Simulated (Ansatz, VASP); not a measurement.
# Hf: VASP beside Ansatz

The input INCAR:

```
PREC = Accurate
ENCUT = 520
EDIFF = 1E-7
ISMEAR = -1
SIGMA = 0.1
LREAL = False
LASPH = True
NELM = 100
ALGO = Normal
ISIF = 2
LWAVE = False
LCHARG = False
GGA = PS
NBANDS = 11
```

Contents of KPOINTS:

```
Automatic mesh
0
Gamma
  12 12 12
```

Contents of POSCAR:

```
Hf
1.0
    2.9034463404      0.0000000000      0.0000000000
    0.0000000000      2.9034463404      0.0000000000
    0.0000000000      0.0000000000      2.9034463404
Hf
1
Direct
    0.0000000000      0.0000000000      0.0000000000
```

Input for Ansatz:

```yaml
crystal:
  lattice:
    - [2.9034463404, 0.0, 0.0]
    - [0.0, 2.9034463404, 0.0]
    - [0.0, 0.0, 2.9034463404]
  atoms:
    - { symbol: Hf, position: [0.0, 0.0, 0.0] }
hamiltonian:
  xc: pbesol
  pseudopotentials:
    kind: paw
    azcp:
      Hf: "pseudopotentials/Hf.paw.azcp"
basis:
  ecutwfc: 420
  fft_grid_basis: typed
kpoints:
  mp_grid: { grid: [12, 12, 12], shift: [0, 0, 0] }
magnetization:
  spin_polarized: false
scf:
  occupations: { method: fermi_dirac, width: 0.1 }
  lower_state_search: "off"
output:
  stress: true
```

Alike in both runs: task single point; functional PBEsol; k mesh 12 × 12 × 12; occupations fermi-dirac, width 0.1 eV; no spin polarisation.

```csv
,VASP,Ansatz
version,VASP 6.6.1,Ansatz 0.2.0
potentials or method,"VASP PAW PBE potentials, release 64 (Hf_pv), cutoff 520 eV","plane waves (420 eV) with PAW, scalar-relativistic"
valence electrons in the cell,10,26
```

```tsv
	VASP	Ansatz	Ansatz less VASP
pressure (GPa)	-2.9	-2.7	+0.24
```

VASP's potentials were made for PBE, not for PBEsol, and Ansatz warns of the same on its side. The functional is the same, so the differences come from potentials, cutoffs and numerics. VASP's potentials hold 10 valence electrons a cell and Ansatz's 26, so a difference there can come from the potentials and not from the codes.

Neither program's run includes spin-orbit coupling.
